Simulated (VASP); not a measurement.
# FePt (P4/mmm) in VASP: settings compared

The runs below take FePt through single point, with revPBE+D4, PBE.

All numbers are computed with VASP 6.6.1; they aren't measurements. Logs are shortened: lines on timing, memory, paths and dates and some standing lists are left out, and cuts for length are marked.

### Step 1. The cell of the first run

It takes space group P4/mmm (No. 123, tetragonal). Conventional cell: a = 2.710 Å, b = 2.710 Å, c = 3.709 Å, α = 90.00°, β = 90.00°, γ = 90.00°. Within 3.5 Å of Pt (site symmetry 4/mmm) lie 8 Fe at 2.67 Å and 4 Pt at 2.71 Å. Fe (site symmetry 4/mmm) has 8 Pt at 2.67 Å and 4 Fe at 2.71 Å within 3.5 Å.

### Step 2. Single point, revPBE+D4, collinear spin, ferromagnetic start

Contents of INCAR:

```
  ALGO = Normal
  EDIFF = 1E-7
  ENCUT = 520
  GGA = RE
  ISIF = 2
  ISMEAR = -1
  ISPIN = 2
  IVDW = 13
  LASPH = T
  LCHARG = F
  LMAXMIX = 4
  LORBIT = 11
  LREAL = F
  LWAVE = F
  MAGMOM = 0 3
  NBANDS = 20
  NELM = 150
  PREC = Accurate
  SIGMA = 0.05
```

Contents of KPOINTS:

```
k-points
0
Gamma
  10 10 7
```

Contents of POSCAR:

```
FePt
1.0
    2.7099171967      0.0000000000      0.0000000000
    0.0000000000      2.7099171967      0.0000000000
    0.0000000000      0.0000000000      3.7088137075
Pt Fe
1 1
Direct
    0.5000000000      0.5000000000      0.5000000000
    0.0000000000      0.0000000000      0.0000000000
```

Potentials or basis: VASP PAW PBE potentials, release 64 (Pt, Fe).

Launch:

```
> cat potpaw_PBE.64/Pt/POTCAR potpaw_PBE.64/Fe/POTCAR > POTCAR
> mpirun -np 1 vasp_std > vasp.out
```

OUTCAR:

```text
EDIFF = 1E-7
   ENCUT = 520
   GGA = RE
   ISIF = 2
   ISMEAR = -1
   ISPIN = 2
   IVDW = 13
   LASPH = T
   LORBIT = 11
   LREAL = F
   NELM = 150
   PREC = Accurate

 ion  position               nearest neighbor table
   1  0.500  0.500  0.500-   2 2.67   2 2.67   2 2.67   2 2.67   2 2.67   2 2.67   2 2.67   2 2.67

   2  0.000  0.000  0.000-   1 2.67   1 2.67   1 2.67   1 2.67   1 2.67   1 2.67   1 2.67   1 2.67

  LATTYP: Found a simple tetragonal cell.
 ALAT       =     2.7099171967
 C/A-ratio  =     1.3686077612

  Lattice vectors:

 A1 = (   2.7099171967,   0.0000000000,   0.0000000000)
 A2 = (   0.0000000000,   2.7099171967,   0.0000000000)
 A3 = (   0.0000000000,   0.0000000000,   3.7088137075)

Analysis of symmetry for initial positions (statically):
=====================================================================
 Subroutine PRICEL returns:
 Original cell was already a primitive cell.

 Routine SETGRP: Setting up the symmetry group for a
 simple tetragonal supercell.

 Subroutine GETGRP returns: Found 16 space group operations
 (whereof 16 operations were pure point group operations)
 out of a pool of 16 trial point group operations.

The static configuration has the point symmetry D_4h.

Analysis of symmetry for dynamics (positions and initial velocities):
=====================================================================
 Subroutine PRICEL returns:
 Original cell was already a primitive cell.

 Routine SETGRP: Setting up the symmetry group for a
 simple tetragonal supercell.

 Subroutine GETGRP returns: Found 16 space group operations
 (whereof 16 operations were pure point group operations)
 out of a pool of 16 trial point group operations.

The dynamic configuration has the point symmetry D_4h.

Analysis of structural, dynamic, and magnetic symmetry:
=====================================================================
 Subroutine PRICEL returns:
 Original cell was already a primitive cell.

 Routine SETGRP: Setting up the symmetry group for a
 simple tetragonal supercell.

 Subroutine GETGRP returns: Found 16 space group operations
 (whereof 16 operations were pure point group operations)
 out of a pool of 16 trial point group operations.

The overall configuration has the point symmetry D_4h.

 Subroutine INISYM returns: Found 16 space group operations
 (whereof 16 operations are pure point group operations),
 and found     1 'primitive' translations

----------------------------------------------------------------------------------------

                                     Primitive cell

  volume of cell :      27.2362

  direct lattice vectors                    reciprocal lattice vectors
     2.709917197  0.000000000  0.000000000     0.369014965  0.000000000  0.000000000
     0.000000000  2.709917197  0.000000000     0.000000000  0.369014965  0.000000000
     0.000000000  0.000000000  3.708813708     0.000000000  0.000000000  0.269627994

  length of vectors
     2.709917197  2.709917197  3.708813708     0.369014965  0.369014965  0.269627994

  position of ions in fractional coordinates (direct lattice)
     0.500000000  0.500000000  0.500000000
     0.000000000  0.000000000  0.000000000

  ion indices of the primitive-cell ions
   primitive index   ion index
                 1           1
                 2           2

----------------------------------------------------------------------------------------

 KPOINTS: k-points

Automatic generation of k-mesh.
 Grid dimensions read from file:
 generate k-points for:   10   10    7

 Generating k-lattice:

  Cartesian coordinates                     Fractional coordinates (reciprocal lattice)
     0.036901497  0.000000000  0.000000000     0.100000000  0.000000000  0.000000000
     0.000000000  0.036901497  0.000000000     0.000000000  0.100000000  0.000000000
     0.000000000  0.000000000  0.038518285     0.000000000  0.000000000  0.142857143

  Length of vectors
     0.036901497  0.036901497  0.038518285

  Shift w.r.t. Gamma in fractional coordinates (k-lattice)
     0.000000000  0.000000000  0.000000000

 Subroutine IBZKPT returns following result:
 ===========================================

 Found     84 irreducible k-points:

 Following reciprocal coordinates:
            Coordinates               Weight
  0.000000  0.000000  0.000000      1.000000
  0.100000  0.000000  0.000000      4.000000
  0.200000  0.000000  0.000000      4.000000
  0.300000  0.000000  0.000000      4.000000
  0.400000  0.000000  0.000000      4.000000
  0.500000  0.000000  0.000000      2.000000
[... 16 lines left out ...]
  0.100000  0.000000  0.142857      8.000000
  0.200000  0.000000  0.142857      8.000000
 [... further k-points ...]
   k-points           NKPTS =     84   k-points in BZ     NKDIM =     84   number of bands    NBANDS=     20
   number of dos      NEDOS =    301   number of ions     NIONS =      2
   total plane-waves  NPLWV =  11200
   dimension x,y,z NGX =    20 NGY =   20 NGZ =   28
   dimension x,y,z NGXF=    40 NGYF=   40 NGZF=   56
   ions per type =               1   1
   NGX,Y,Z   is equivalent  to a cutoff of  12.27, 12.27, 12.55 a.u.
   NGXF,Y,Z  is equivalent  to a cutoff of  24.54, 24.54, 25.10 a.u.
 SYSTEM =  unknown system
   PREC   = accura    normal or accurate (medium, high low for compatibility)
   ISTART =      0    job   : 0-new  1-cont  2-samecut
   ICHARG =      2    charge: 1-file 2-atom 10-const
   ISPIN  =      2    spin polarized calculation?
   LNONCOLLINEAR =      F non collinear calculations
   LSORBIT =      F    spin-orbit coupling
   LASPH  =      T    aspherical Exc in radial PAW
   ENCUT  =  520.0 eV  38.22 Ry    6.18 a.u.   5.04  5.04  6.90*2*pi/ulx,y,z
   NELM   =    150;   NELMIN=  2; NELMDL= -5     # of ELM steps
   EDIFF  = 0.1E-06   stopping-criterion for ELM
   LREAL  =      F    real-space projection
   EDIFFG = 0.1E-05   stopping-criterion for IOM
   NSW    =      0    number of steps for IOM
   IBRION =     -1    ionic relax: 0-MD 1-quasi-New 2-CG
   NFREE  =      0    steps in history (QN), initial steepest desc. (CG)
   ISIF   =      2    stress and relaxation
   ISYM   =      2    0-nonsym 1-usesym 2-fastsym
   POTIM  = 0.5000    time-step for ionic-motion
   TEBEG  =    0.0;   TEEND  =   0.0 temperature during run
   PSTRESS=    0.0 pullay stress
   NELECT =      18.0000    total number of electrons
   NUPDOWN=      -1.0000    fix difference up-down
   EMIN   =  10.00;   EMAX   =-10.00  energy-range for DOS
   EFERMI =   0.00;   METHOD = LEGACY
   ISMEAR =    -1;   SIGMA  =   0.05  broadening in eV -4-tet -1-fermi 0-gaus
   EFERMI_NEDOS =   21; number of points for ismear=-14 and -15
   IALGO  =     38    algorithm
   IMIX   =      4    mixing-type and parameters
     AMIX     =   0.40;   BMIX     =  1.00
     AMIX_MAG =   1.60;   BMIX_MAG =  1.00
  volume/ion in A,a.u.               =      13.62        91.90
  Fermi-wavevector in a.u.,A,eV,Ry     =   1.425991  2.694731 27.666754  2.033449
  Thomas-Fermi vector in A             =   2.546316
   LORBIT       =     11    0 simple, 1 ext, 2 COOP (PROOUT), +10 PAW based schemes
   GGA     = RE    functional components
   LHFCALC =     F    Hartree Fock is set to
   AEXX    =    0.0000 exact exchange contribution
   IVDW    =    13    specifies the selected vdW correction
   LEPSILON=     F    determine dielectric tensor
   LRPA    =     F    only Hartree local field effects (RPA)
 spin polarized calculation
  energy-cutoff  :      520.00
  volume of cell :       27.24
 maximum number of plane-waves:       750
   NGX = 11   NGY = 11   NGZ = 13

 number of electron      18.0000002 magnetization       3.2685976

 Free energy of the ion-electron system (eV)
  ---------------------------------------------------
  ext. energy  EPLUGINS =         0.00000000
  ---------------------------------------------------
  free energy    TOTEN  =       -13.91536324 eV

  energy without entropy =      -13.90435728  energy(sigma->0) =      -13.90986026

 E-fermi :   8.9930     XC(G=0): -13.0804

 val. band max:        8.9386957112   @ k =   0.4000   0.2000   0.1429
 cond. band min:       8.9974083558   @ k =   0.5000   0.4000   0.1429
 fundamental gap:      0.0587126446
 Fermi energy:         8.9929974127

 spin component 1

 k-point     1 :       0.0000    0.0000    0.0000
  band No.  band energies     occupation
      1      -0.7137      1.00000
      2       2.5021      1.00000
      3       2.6854      1.00000
      4       5.4719      1.00000
      5       5.4719      1.00000
      6       5.9974      1.00000
[... 12 lines left out ...]
     19      30.6079      0.00000
     20      30.6079      0.00000

 k-point     2 :       0.1000    0.0000    0.0000
  band No.  band energies     occupation
      1      -0.4511      1.00000
      2       2.6425      1.00000
      3       2.8654      1.00000
      4       5.3639      1.00000
      5       5.5470      1.00000
      6       6.0649      1.00000
[... 12 lines left out ...]
     19      30.3671      0.00000
     20      31.0993      0.00000

 k-point     3 :       0.2000    0.0000    0.0000
  band No.  band energies     occupation
      1       0.2784      1.00000
      2       2.9604      1.00000
      3       3.4340      1.00000
      4       5.0601      1.00000
      5       5.7646      1.00000
      6       6.1549      1.00000
[... 12 lines left out ...]
     19      30.5192      0.00000
     20      32.4562      0.00000

 k-point     4 :       0.3000    0.0000    0.0000
  band No.  band energies     occupation
      1       1.2997      1.00000
      2       3.4111      1.00000
      3       4.1676      1.00000
      4       4.6307      1.00000
      5       5.9967      1.00000
      6       6.0226      1.00000
[... 429 lines left out ...]
 k-point    23 :       0.1000    0.0000    0.1429
  band No.  band energies     occupation
      1      -0.2039      1.00000
      2       2.7510      1.00000
      3       2.9438      1.00000
      4       5.4180      1.00000
      5       5.6223      1.00000
      6       6.0009      1.00000
[... 12 lines left out ...]
     19      30.3959      0.00000
     20      30.8066      0.00000

 k-point    24 :       0.2000    0.0000    0.1429
  band No.  band energies     occupation
      1       0.4976      1.00000
      2       3.0364      1.00000
      3       3.5365      1.00000
      4       5.0801      1.00000
      5       5.7329      1.00000
      6       6.1205      1.00000
[... 12 lines left out ...]
     19      32.1321      0.00000
     20      32.3891      0.00000

 [... further k-points ...]

 spin component 2

 k-point     1 :       0.0000    0.0000    0.0000
  band No.  band energies     occupation
      1      -0.5939      1.00000
      2       3.0809      1.00000
      3       3.0835      1.00000
      4       6.5674      1.00000
      5       6.5674      1.00000
      6       8.1458      1.00000
[... 12 lines left out ...]
     19      30.6882      0.00000
     20      30.6882      0.00000

 k-point     2 :       0.1000    0.0000    0.0000
  band No.  band energies     occupation
      1      -0.3301      1.00000
      2       3.1771      1.00000
      3       3.3159      1.00000
      4       6.3113      1.00000
      5       6.6407      1.00000
      6       8.0230      1.00000
[... 12 lines left out ...]
     19      30.8125      0.00000
     20      31.1799      0.00000

 k-point     3 :       0.2000    0.0000    0.0000
  band No.  band energies     occupation
      1       0.4022      1.00000
      2       3.4465      1.00000
      3       3.9654      1.00000
      4       5.6784      1.00000
      5       6.8479      1.00000
      6       7.5564      1.00000
[... 12 lines left out ...]
     19      30.8023      0.00000
     20      32.5381      0.00000

 k-point     4 :       0.3000    0.0000    0.0000
  band No.  band energies     occupation
      1       1.4262      1.00000
      2       3.8450      1.00000
      3       4.8191      1.00000
      4       4.9822      1.00000
      5       7.0200      1.00000
      6       7.1459      1.00000
[... 429 lines left out ...]
 k-point    23 :       0.1000    0.0000    0.1429
  band No.  band energies     occupation
      1      -0.0845      1.00000
      2       3.2454      1.00000
      3       3.3954      1.00000
      4       6.3299      1.00000
      5       6.6897      1.00000
      6       8.0462      1.00000
[... 12 lines left out ...]
     19      30.8823      0.00000
     20      30.9769      0.00000

 k-point    24 :       0.2000    0.0000    0.1429
  band No.  band energies     occupation
      1       0.6269      1.00000
      2       3.4943      1.00000
      3       4.0600      1.00000
      4       5.6325      1.00000
      5       6.8209      1.00000
      6       7.5756      1.00000
[... 12 lines left out ...]
     19      32.3204      0.00000
     20      32.6530      0.00000

 [... further k-points ...]

------------------------ aborting loop because EDIFF is reached ----------------------------------------

  DFT-D4 for vdW energy calculation

  Edisp (eV):   -1.76083

  FORCE on cell =-STRESS in cart. coord.  units (eV):
  Direction    XX          YY          ZZ          XY          YZ          ZX
  --------------------------------------------------------------------------------------
  -------------------------------------------------------------------------------------
  Total      -0.09116    -0.09116    -0.06669     0.00000    -0.00000    -0.00000
  in kB      -5.36273    -5.36273    -3.92288     0.00000    -0.00000    -0.00000
  external pressure =       -4.88 kB  Pullay stress =        0.00 kB

 VOLUME and BASIS-vectors are now :
 -----------------------------------------------------------------------------
  energy-cutoff  :      520.00
  volume of cell :       27.24
      direct lattice vectors                 reciprocal lattice vectors
     2.709917197  0.000000000  0.000000000     0.369014965  0.000000000  0.000000000
     0.000000000  2.709917197  0.000000000     0.000000000  0.369014965  0.000000000
     0.000000000  0.000000000  3.708813708     0.000000000  0.000000000  0.269627994

 POSITION                                       TOTAL-FORCE (eV/Angst)
 -----------------------------------------------------------------------------------
      1.35496      1.35496      1.85441         0.000000      0.000000      0.000000
      0.00000      0.00000      0.00000         0.000000      0.000000      0.000000
 -----------------------------------------------------------------------------------
    total drift:                               -0.000000      0.000000      0.000000

  FREE ENERGIE OF THE ION-ELECTRON SYSTEM (eV)
  ---------------------------------------------------
  free  energy   TOTEN  =       -15.6761948270 eV

  energy  without entropy=      -15.6651888640  energy(sigma->0) =      -15.67069185

 total charge

# of ion       s       p       d       tot
------------------------------------------
    1        0.723   0.685   8.068   9.477
    2        0.413   0.463   6.128   7.004
--------------------------------------------------
tot          1.137   1.147  14.197  16.480

 magnetization (x)

# of ion       s       p       d       tot
------------------------------------------
    1       -0.026  -0.070   0.426   0.330
    2        0.004  -0.009   2.920   2.915
--------------------------------------------------
tot         -0.023  -0.079   3.346   3.245
```

It took 2 min on 1 thread of Oxide Virtual Turin-like, shared host; peak memory 0.16 GiB.

Results:

* Free energy: -15.6762 eV
* Pressure: -0.5 GPa
* Net moment: 3.27 μB per cell
* Site moments: Pt +0.33; Fe +2.92 μB
* Valence electrons inside the program's atomic spheres: Pt 9.48; Fe 7.00
* Dispersion energy per atom: -0.880 eV

Caveat: the PAW data sets were made with another functional, which shifts forces and pressure a little; spin-orbit coupling is left out, which moves the levels of the heavy elements.

### Step 3. Single point, PBE, collinear spin, ferromagnetic start

This run uses another cell than the first one, of 13.80 Å³/atom.

Contents of INCAR:

```
PREC     = Accurate       # precision mode
ENCUT    = 520            # plane-wave cutoff, eV
EDIFF    = 1E-6           # SCF threshold, eV
ISMEAR   = 0              # smearing method
SIGMA    = 0.018000000000000002 # smearing width, eV
LREAL    = False          # projectors in reciprocal space
LASPH    = True           # aspherical terms in the spheres
NELM     = 150            # most SCF steps
ALGO     = Normal         # electronic algorithm
ISIF     = 2              # what is computed and relaxed
LWAVE    = False          # write WAVECAR
LCHARG   = True           # write CHGCAR
ISPIN    = 2              # spin polarisation
MAGMOM   = 0 3            # initial moments
LORBIT   = 11             # projections on sites
LMAXMIX  = 4              # l up to which the mixer works
GGA      = PE             # functional
LELF     = True           # ELF
LVHAR    = True         
NBANDS   = 20             # bands
```

Contents of KPOINTS:

```
regular mesh
0
Gamma
  10 10 7
```

Contents of POSCAR:

```
FePt
1.0
    2.7235000000      0.0000000000      0.0000000000
    0.0000000000      2.7235000000      0.0000000000
    0.0000000000      0.0000000000      3.7200000000
Pt Fe
1 1
Direct
    0.5000000000      0.5000000000      0.5000000000
    0.0000000000      0.0000000000      0.0000000000
```

Potentials or basis: VASP PAW PBE potentials, release 64 (Pt, Fe).

Launch:

```
> cat potpaw_PBE.64/Pt/POTCAR potpaw_PBE.64/Fe/POTCAR > POTCAR
> mpirun -np 1 vasp_std > vasp.out
```

It took 2.2 min on 1 thread of Oxide Virtual Turin-like, shared host; peak memory 0.16 GiB.

The run converged. Its results:

- Free energy: -14.8005 eV
- Pressure: 2.8 GPa
- Net moment: 3.26 μB per cell
- Site moments: Pt +0.33; Fe +2.91 μB
- Valence electrons inside the program's atomic spheres: Pt 9.44; Fe 6.99

Stress tensor (GPa, compression positive):
```
2.62 0.00 0.00
0.00 2.62 0.00
0.00 0.00 3.20
```

Levels at points of the mesh, in eV from the Fermi level:
Spin up:
| k point | band 8 | band 9 | band 10 | band 11 | band 12 | band 13 | band 14 | band 15 |
| --- | --- | --- | --- | --- | --- | --- | --- | --- |
| (0.00, 0.00, 0.00) | -1.98 | -0.57 | -0.43 | -0.43 | 2.25 | 9.72 | 11.63 | 11.63 |
| (0.50, 0.00, 0.00) | -2.57 | -2.18 | -1.67 | 0.10 | 1.98 | 10.42 | 10.52 | 12.51 |
| (0.50, 0.50, 0.00) | -0.51 | -0.51 | 0.50 | 1.58 | 1.58 | 7.55 | 9.99 | 10.85 |
Spin down:
| k point | band 6 | band 7 | band 8 | band 9 | band 10 | band 11 |
| --- | --- | --- | --- | --- | --- | --- |
| (0.00, 0.00, 0.00) | -0.83 | -0.81 | 0.56 | 1.62 | 1.62 | 1.65 |
| (0.50, 0.00, 0.00) | -1.42 | -1.23 | -0.92 | 0.49 | 0.64 | 2.31 |
| (0.50, 0.50, 0.00) | 1.20 | 1.62 | 1.68 | 1.69 | 1.69 | 1.70 |

Caveat: spin-orbit coupling is left out, which moves the levels of the heavy elements.
